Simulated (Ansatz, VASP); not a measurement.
# Two plane-wave programs on GeSb4Te4

INCAR

```
SYSTEM = GeSb4Te4
ALGO = Normal
EDIFF = 1E-6
ENCUT = 520
GGA = PE
ISIF = 2
ISMEAR = 0
LASPH = .True.
LCHARG = .False.
LREAL = .False.
LWAVE = .False.
NBANDS = 39
NELM = 60
PREC = Accurate
SIGMA = 0.03
```

Contents of KPOINTS:

```
k-points
0
Gamma
  9 9 2
  0 0 0
```

Contents of POSCAR:

```
GeSb4Te4
1.0
   -4.3299846501      0.0000000000      0.0000000000
   -2.1649923251     -3.7498767050      0.0000000000
    0.0000000000      0.0000000000     20.6486093019
Ge Sb Te
1 4 4
Direct
    0.0000000000      0.0000000000      0.3256024469
    0.3333333333      0.3333333333      0.7906504336
    0.6666666667      0.6666666667      0.7152662252
    0.6666666667      0.6666666667      0.1467696948
    0.3333333333      0.3333333333      0.5044351990
    0.3333333333      0.3333333333      0.2439932675
    0.6666666667      0.6666666667      0.4072116263
    1.0000000000      1.0000000000      0.0640321966
    0.0000000000      0.0000000000      0.5871726972
```

Input for Ansatz:

```yaml
crystal:
  lattice:
    - [-4.3299846501, 0.0, 0.0]
    - [-2.1649923251, -3.749876705, 0.0]
    - [0.0, 0.0, 20.6486093019]
  atoms:
    - { symbol: Ge, position: [0.0, 0.0, 0.3256024469] }
    - { symbol: Sb, position: [0.3333333333, 0.3333333333, 0.7906504336] }
    - { symbol: Sb, position: [0.6666666667, 0.6666666667, 0.7152662252] }
    - { symbol: Sb, position: [0.6666666667, 0.6666666667, 0.1467696948] }
    - { symbol: Sb, position: [0.3333333333, 0.3333333333, 0.504435199] }
    - { symbol: Te, position: [0.3333333333, 0.3333333333, 0.2439932675] }
    - { symbol: Te, position: [0.6666666667, 0.6666666667, 0.4072116263] }
    - { symbol: Te, position: [1.0, 1.0, 0.0640321966] }
    - { symbol: Te, position: [0.0, 0.0, 0.5871726972] }
basis:
  ecutwfc: 420
kpoints:
  mp_grid: { grid: [9, 9, 2] }
hamiltonian:
  xc: pbe
scf:
  occupations: { method: gaussian, width: 0.03 }
output:
  forces: true
  stress: true
  eigenvalues: true
  write_density: true
  write_potential: true
  elf: true
  volumetric_format: npy
```

Alike in both runs: task single point; functional PBE; k mesh 9 × 9 × 2; occupations gaussian, width 0.03 eV; no spin polarisation.

|  | VASP | Ansatz |
| --- | --- | --- |
| version | VASP 6.6.1 | Ansatz 0.2.0 |
| potentials or method | VASP PAW PBE potentials, release 64 (Ge_d, Sb, Te), cutoff 520 eV | scalar-relativistic, plane waves, PAW |
| valence electrons in the cell | 58 | 138 |

Ansatz gave:

| Item | Value |
| --- | --- |
| gap on the k mesh at the Fermi level (eV) | 0.25 |
| least direct gap on the mesh (eV) | 0.25 |
| pressure (GPa) | -0.4 |
| traceless stress, the component that is largest in VASP (GPa) | 0.33 |
| rms of the force components (eV/Å) | 0.039 |

**Question.** Estimate VASP's values.

**Answer.** gap on the k mesh at the Fermi level (eV): 0.25; least direct gap on the mesh (eV): 0.25; pressure (GPa): -0.4; traceless stress, the component that is largest in VASP (GPa): 0.35; rms of the force components (eV/Å): 0.038.

Atom by atom the forces differ by 0.018 eV/Å (rms over components). VASP's potentials hold 58 valence electrons a cell and Ansatz's 138, so a difference there can come from the potentials and not from the codes. Ansatz's warnings: xc potential rough in thin density.

Neither program's run includes spin-orbit coupling.
